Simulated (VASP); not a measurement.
# TePb (I4/mmm) in VASP: notebook, part 2 of 2

VASP 6.6.1. The steps go on from the part before.

### Step 5. Single point, PBE

This run uses another cell than the first one, of the same volume but with other edges.

INCAR reads:

```
SYSTEM = TePb
PREC = Accurate
ENCUT = 520
EDIFF = 1E-6
ISMEAR = 0
SIGMA = 0.05
LREAL = .FALSE.
LASPH = .TRUE.
NELM = 60
ALGO = Normal
ISIF = 2
LWAVE = .FALSE.
LCHARG = .FALSE.
GGA = PE
NBANDS = 17
```

KPOINTS reads:

```
regular mesh
0
G
  8 8 8
  0 0 0
```

POSCAR reads:

```
TePb
1.0
    0.0000000000      3.0367232652      3.6440679182
    3.0367232652      0.0000000000      3.6440679182
    3.0367232652      3.0367232652      0.0000000000
Te Pb
1 1
Direct
    0.5000000000      0.5000000000      0.5000000000
    0.0000000000      0.0000000000      0.0000000000
```

Run with:

```sh
$ cat potpaw_PBE.64/Te/POTCAR potpaw_PBE.64/Pb_d/POTCAR > POTCAR
$ mpirun -np 1 vasp_std > vasp.out
```

Run time: 85 s. Hardware: 1 thread of Intel Xeon 8259CL, shared host; peak memory 0.23 GiB.

It converged, with:

```
Free energy            : -7.0297 eV
Pressure               : 6.2 GPa
Band gap on the k mesh : 0.12 eV (least direct gap 0.21 eV)
```

Stress tensor (GPa, compression positive):
```
11.68  0.00  0.00
 0.00 11.68  0.00
 0.00  0.00 -4.67
```

Levels at points of the mesh, in eV from the valence-band top:
```
           k point  band 6  band 7  band 8  band 9  band 10  band 11  band 12  band 13  band 14  band 15
(0.00, 0.00, 0.00)  -12.66   -5.76   -2.34   -2.34    -1.11     1.78     4.74     4.77     5.09     5.09
(0.50, 0.00, 0.00)  -11.17   -9.23   -1.74   -1.04    -0.09     0.12     1.09     1.20     7.82     8.60
(0.50, 0.50, 0.00)  -11.76   -6.65   -4.78   -3.07    -3.07     3.24     4.86     5.76     5.76    10.13
(0.50, 0.00, 0.50)  -10.45   -8.02   -5.20   -4.32    -2.48     2.80     3.00     7.14     7.15     8.07
```

Caveat: the cell stands under pressure; spin-orbit coupling is left out, which moves the levels of the heavy elements.

### Step 6. Single point, PBE

This run uses another cell than the first one, of the same volume but with other edges.

INCAR reads:

```
PREC = Accurate
ENCUT = 520
EDIFF = 1E-7
ISMEAR = 0
SIGMA = 0.05
LREAL = F
LASPH = T
NELM = 80
ALGO = Normal
ISIF = 2
LWAVE = F
LCHARG = F
GGA = PE
NBANDS = 17
```

KPOINTS reads:

```
Automatic mesh
0
Gamma
  8 8 8
```

POSCAR reads:

```
TePb
1.0
    0.0000000000      3.5056409327      2.7343999275
    3.5056409327      0.0000000000      2.7343999275
    3.5056409327      3.5056409327      0.0000000000
Te Pb
1 1
Direct
    0.5000000000      0.5000000000      0.5000000000
    0.0000000000      0.0000000000      0.0000000000
```

Potentials or basis: VASP PAW PBE potentials, release 64 (Te, Pb_d).

Run with:

```sh
$ cat potpaw_PBE.64/Te/POTCAR potpaw_PBE.64/Pb_d/POTCAR > POTCAR
$ mpirun -np 1 vasp_std > vasp.out
```

OUTCAR:

```text
PREC = Accurate
   ENCUT = 520
   EDIFF = 1E-7
   ISMEAR = 0
   LREAL = F
   LASPH = T
   NELM = 80
   ISIF = 2
   GGA = PE

 ion  position               nearest neighbor table
   1  0.500  0.500  0.500-   2 2.73   2 2.73   2 3.51   2 3.51   2 3.51   2 3.51
   2  0.000  0.000  0.000-   1 2.73   1 2.73   1 3.51   1 3.51   1 3.51   1 3.51

  LATTYP: Found a body centered tetragonal cell.
 ALAT       =     4.9577249518
 C/A-ratio  =     1.1030865786

  Lattice vectors:

 A1 = (   0.0000000000,  -3.5056409327,  -2.7343999275)
 A2 = (   0.0000000000,   3.5056409327,  -2.7343999275)
 A3 = (   3.5056409327,   0.0000000000,   2.7343999275)

Analysis of symmetry for initial positions (statically):
=====================================================================
 Subroutine PRICEL returns:
 Original cell was already a primitive cell.

 Routine SETGRP: Setting up the symmetry group for a
 body centered tetragonal supercell.

 Subroutine GETGRP returns: Found 16 space group operations
 (whereof 16 operations were pure point group operations)
 out of a pool of 16 trial point group operations.

The static configuration has the point symmetry D_4h.

Analysis of symmetry for dynamics (positions and initial velocities):
=====================================================================
 Subroutine PRICEL returns:
 Original cell was already a primitive cell.

 Routine SETGRP: Setting up the symmetry group for a
 body centered tetragonal supercell.

 Subroutine GETGRP returns: Found 16 space group operations
 (whereof 16 operations were pure point group operations)
 out of a pool of 16 trial point group operations.

The dynamic configuration has the point symmetry D_4h.

 Subroutine INISYM returns: Found 16 space group operations
 (whereof 16 operations are pure point group operations),
 and found     1 'primitive' translations

----------------------------------------------------------------------------------------

                                     Primitive cell

  volume of cell :      67.2089

  direct lattice vectors                    reciprocal lattice vectors
     0.000000000  3.505640933  2.734399928    -0.142627271  0.142627271  0.182855476
     3.505640933  0.000000000  2.734399928     0.142627271 -0.142627271  0.182855476
     3.505640933  3.505640933  0.000000000     0.142627271  0.142627271 -0.182855476

  length of vectors
     4.445948865  4.445948865  4.957724952     0.272252093  0.272252093  0.272252093

  position of ions in fractional coordinates (direct lattice)
     0.500000000  0.500000000  0.500000000
     0.000000000  0.000000000  0.000000000

  ion indices of the primitive-cell ions
   primitive index   ion index
                 1           1
                 2           2

----------------------------------------------------------------------------------------

 KPOINTS: Automatic mesh

Automatic generation of k-mesh.
 Grid dimensions read from file:
 generate k-points for:    8    8    8

 Generating k-lattice:

  Cartesian coordinates                     Fractional coordinates (reciprocal lattice)
    -0.017828409  0.017828409  0.022856934     0.125000000  0.000000000  0.000000000
     0.017828409 -0.017828409  0.022856934     0.000000000  0.125000000  0.000000000
     0.017828409  0.017828409 -0.022856934     0.000000000  0.000000000  0.125000000

  Length of vectors
     0.034031512  0.034031512  0.034031512

  Shift w.r.t. Gamma in fractional coordinates (k-lattice)
     0.000000000  0.000000000  0.000000000

 Subroutine IBZKPT returns following result:
 ===========================================

 Found     59 irreducible k-points:

 Following reciprocal coordinates:
            Coordinates               Weight
  0.000000  0.000000  0.000000      1.000000
  0.125000  0.000000  0.000000      8.000000
  0.250000  0.000000  0.000000      8.000000
  0.375000  0.000000  0.000000      8.000000
  0.500000  0.000000  0.000000      4.000000
  0.125000  0.125000  0.000000      2.000000
[... 16 lines left out ...]
  0.250000  0.000000  0.125000     16.000000
  0.375000  0.000000  0.125000     16.000000
 [... further k-points ...]
   k-points           NKPTS =     59   k-points in BZ     NKDIM =     59   number of bands    NBANDS=     17
   number of dos      NEDOS =    301   number of ions     NIONS =      2
   total plane-waves  NPLWV =  51840
   dimension x,y,z NGX =    36 NGY =   36 NGZ =   40
   dimension x,y,z NGXF=    72 NGYF=   72 NGZF=   80
   ions per type =               1   1
   NGX,Y,Z   is equivalent  to a cutoff of  13.46, 13.46, 13.41 a.u.
   NGXF,Y,Z  is equivalent  to a cutoff of  26.92, 26.92, 26.83 a.u.
 SYSTEM =  unknown system
   PREC   = accura    normal or accurate (medium, high low for compatibility)
   ISTART =      0    job   : 0-new  1-cont  2-samecut
   ICHARG =      2    charge: 1-file 2-atom 10-const
   ISPIN  =      1    spin polarized calculation?
   LNONCOLLINEAR =      F non collinear calculations
   LSORBIT =      F    spin-orbit coupling
   LASPH  =      T    aspherical Exc in radial PAW
   ENCUT  =  520.0 eV  38.22 Ry    6.18 a.u.   8.27  8.27  9.22*2*pi/ulx,y,z
   NELM   =     80;   NELMIN=  2; NELMDL= -5     # of ELM steps
   EDIFF  = 0.1E-06   stopping-criterion for ELM
   LREAL  =      F    real-space projection
   EDIFFG = 0.1E-05   stopping-criterion for IOM
   NSW    =      0    number of steps for IOM
   IBRION =     -1    ionic relax: 0-MD 1-quasi-New 2-CG
   NFREE  =      0    steps in history (QN), initial steepest desc. (CG)
   ISIF   =      2    stress and relaxation
   ISYM   =      2    0-nonsym 1-usesym 2-fastsym
   POTIM  = 0.5000    time-step for ionic-motion
   TEBEG  =    0.0;   TEEND  =   0.0 temperature during run
   PSTRESS=    0.0 pullay stress
   NELECT =      20.0000    total number of electrons
   NUPDOWN=      -1.0000    fix difference up-down
   EMIN   =  10.00;   EMAX   =-10.00  energy-range for DOS
   EFERMI =   0.00;   METHOD = LEGACY
   ISMEAR =     0;   SIGMA  =   0.05  broadening in eV -4-tet -1-fermi 0-gaus
   EFERMI_NEDOS =   21; number of points for ismear=-14 and -15
   IALGO  =     38    algorithm
   IMIX   =      4    mixing-type and parameters
     AMIX     =   0.40;   BMIX     =  1.00
     AMIX_MAG =   1.60;   BMIX_MAG =  1.00
  volume/ion in A,a.u.               =      33.60       226.77
  Fermi-wavevector in a.u.,A,eV,Ry     =   1.092972  2.065418 16.253366  1.194589
  Thomas-Fermi vector in A             =   2.229249
   LORBIT       =      0    0 simple, 1 ext, 2 COOP (PROOUT), +10 PAW based schemes
   GGA     = PE    functional components
   LHFCALC =     F    Hartree Fock is set to
   AEXX    =    0.0000 exact exchange contribution
   IVDW    =     0    specifies the selected vdW correction
   LEPSILON=     F    determine dielectric tensor
   LRPA    =     F    only Hartree local field effects (RPA)
 non-spin polarized calculation
 Gauss-broadening in eV      SIGMA  =   0.05
  energy-cutoff  :      520.00
  volume of cell :       67.21
 maximum number of plane-waves:      1827
 NGX is ok and might be reduce to    36

 number of electron      20.0000000 magnetization

 Free energy of the ion-electron system (eV)
  ---------------------------------------------------
  ext. energy  EPLUGINS =         0.00000000
  ---------------------------------------------------
  free energy    TOTEN  =        -6.22331189 eV

  energy without entropy =       -6.22233449  energy(sigma->0) =       -6.22282319

 E-fermi :   6.5542     XC(G=0):  -9.2529

 val. band max:        6.5207382726   @ k =  -0.2500  -0.0000   0.1250
 cond. band min:       6.5682906206   @ k =   0.3750   0.0000   0.0000
 fundamental gap:      0.0475523479
 Fermi energy:         6.5541852903

 k-point     1 :       0.0000    0.0000    0.0000
  band No.  band energies     occupation
      1     -11.2909      2.00000
      2     -11.1020      2.00000
      3     -11.1020      2.00000
      4     -11.0948      2.00000
      5     -11.0764      2.00000
      6      -6.7415      2.00000
[... 9 lines left out ...]
     16      12.0270      0.00000
     17      12.7307      0.00000
[... 441 lines left out ...]
 k-point    24 :       0.3750    0.0000    0.1250
  band No.  band energies     occupation
      1     -11.2923      2.00000
      2     -11.1059      2.00000
      3     -11.0963      2.00000
      4     -11.0771      2.00000
      5     -11.0750      2.00000
      6      -5.9305      2.00000
[... 9 lines left out ...]
     16      14.0266      0.00000
     17      14.2350      0.00000

 [... further k-points ...]

------------------------ aborting loop because EDIFF is reached ----------------------------------------

  FORCE on cell =-STRESS in cart. coord.  units (eV):
  Direction    XX          YY          ZZ          XY          YZ          ZX
  --------------------------------------------------------------------------------------
  -------------------------------------------------------------------------------------
  Total       -0.8383462     -0.8383462     13.5739106      0.0000000     -0.0000000     -0.0000000
  in kB      -19.9851356    -19.9851356    323.5852193      0.0000000     -0.0000000     -0.0000000
  external PRESSURE =      94.5383160 kB  Pullay stress =       0.0000000 kB

 VOLUME and BASIS-vectors are now :
 -----------------------------------------------------------------------------
  energy-cutoff  :      520.00
  volume of cell :       67.21
      direct lattice vectors                 reciprocal lattice vectors
     0.000000000  3.505640933  2.734399928    -0.142627271  0.142627271  0.182855476
     3.505640933  0.000000000  2.734399928     0.142627271 -0.142627271  0.182855476
     3.505640933  3.505640933  0.000000000     0.142627271  0.142627271 -0.182855476

 POSITION                                       TOTAL-FORCE (eV/Angst)
 -----------------------------------------------------------------------------------
      3.50564      3.50564      2.73440         0.000000      0.000000      0.000000
      0.00000      0.00000      0.00000        -0.000000     -0.000000      0.000000
 -----------------------------------------------------------------------------------
    total drift:                                0.000000      0.000000      0.000000

  FREE ENERGIE OF THE ION-ELECTRON SYSTEM (eV)
  ---------------------------------------------------
  free  energy   TOTEN  =        -6.2233118859 eV

  energy  without entropy=       -6.2223344874  energy(sigma->0) =       -6.22282319
```

OSZICAR:

```text
N       E                     dE             d eps       ncg     rms          rms(c)
DAV:   1     0.153863471416E+03    0.15386E+03   -0.91632E+03  2006   0.115E+03
DAV:   2     0.390474587094E+01   -0.14996E+03   -0.14571E+03  2207   0.296E+02
DAV:   3    -0.605929412725E+01   -0.99640E+01   -0.98488E+01  2584   0.834E+01
DAV:   4    -0.633687806320E+01   -0.27758E+00   -0.27744E+00  2712   0.159E+01
DAV:   5    -0.634678040570E+01   -0.99023E-02   -0.99020E-02  2778   0.256E+00    0.685E+00
DAV:   6    -0.622958163276E+01    0.11720E+00   -0.22195E-01  2864   0.385E+00    0.400E+00
DAV:   7    -0.622320451179E+01    0.63771E-02   -0.86848E-02  2571   0.174E+00    0.972E-01
DAV:   8    -0.622311001105E+01    0.94501E-04   -0.11135E-02  2530   0.927E-01    0.254E-01
DAV:   9    -0.622330346776E+01   -0.19346E-03   -0.69786E-04  2684   0.211E-01    0.551E-02
DAV:  10    -0.622330484908E+01   -0.13813E-05   -0.50038E-05  2524   0.527E-02    0.208E-02
DAV:  11    -0.622331238564E+01   -0.75366E-05   -0.24381E-05  2462   0.519E-02    0.165E-02
DAV:  12    -0.622331213007E+01    0.25557E-06   -0.13515E-06  2673   0.110E-02    0.904E-03
DAV:  13    -0.622331162594E+01    0.50413E-06   -0.55589E-07  2407   0.790E-03    0.235E-03
DAV:  14    -0.622331180601E+01   -0.18007E-06   -0.42202E-08  1311   0.218E-03    0.974E-04
DAV:  15    -0.622331191705E+01   -0.11104E-06   -0.11807E-08  1254   0.995E-04    0.222E-04
DAV:  16    -0.622331188586E+01    0.31188E-07   -0.26633E-09  1165   0.723E-04
   1 F= -.62233119E+01 E0= -.62228232E+01  d E =-.977399E-03
```

stdout:

```text
POSCAR found type information on POSCAR TePb
 POSCAR found :  2 types and       2 ions
 scaLAPACK will be used
 LDA part: xc-table for (Slater+PW92), standard interpolation
 POSCAR, INCAR and KPOINTS ok, starting setup
 FFT: planning ... GRIDC
 FFT: planning ... GRID_SOFT
 FFT: planning ... GRID
 WAVECAR not read
 entering main loop
```

Run time: 2 min. Hardware: 1 thread of Intel Xeon 8259CL, shared host; peak memory 0.25 GiB.

Results:

* Free energy: -6.2233 eV
* Pressure: 9.5 GPa
* Band gap on the k mesh: zero (bands 10 and 11 overlap by 1.00 eV)

Levels at points of the mesh, in eV from the Fermi level:
```csv
k point,band 8,band 9,band 10,band 11,band 12,band 13
"(0.00, 0.00, 0.00)",-4.23,-1.61,-1.61,1.62,1.62,4.52
"(0.50, 0.00, 0.00)",-2.20,-2.19,-0.66,-0.17,0.75,2.04
"(0.50, 0.50, 0.00)",-6.00,-4.27,-4.27,1.95,4.25,4.25
"(0.50, 0.00, 0.50)",-5.45,-5.07,-2.22,2.05,2.96,4.94
```

Caveat: the cell stands under pressure; spin-orbit coupling is left out, which moves the levels of the heavy elements.

### Step 7. Overview

| cell | gap on the mesh (eV) | pressure (GPa) |
| --- | --- | --- |
| a = 4.436, b = 4.436, c = 5.123 Å, angles 54.7, 54.7, 70.5°, 2 atoms | none | 16.5 |
| a = 4.979, b = 4.979, c = 4.066 Å, angles 65.9, 65.9, 48.2°, 2 atoms | none | 13.4 |
| a = 4.471, b = 4.471, c = 4.818 Å, angles 57.4, 57.4, 65.2°, 2 atoms | none | 6.1 |
| a = 4.744, b = 4.744, c = 4.295 Å, angles 63.1, 63.1, 53.8°, 2 atoms | 0.12 | 6.2 |
| a = 4.446, b = 4.446, c = 4.958 Å, angles 56.1, 56.1, 67.8°, 2 atoms | none | 9.5 |

Alike in all rows: task single point; level PBE; potentials or basis VASP PAW PBE potentials, release 64 (Te, Pb_d); no spin polarisation; k mesh 8 × 8 × 8; cutoff (eV) 520; smearing gaussian 0.05 eV.

Caveats: the cell stands under pressure; spin-orbit coupling is left out, which moves the levels of the heavy elements; semilocal functionals underestimate gaps, so a narrow gap can read as zero (at least some runs).

Absolute energies hang on the potentials; compare differences alone.
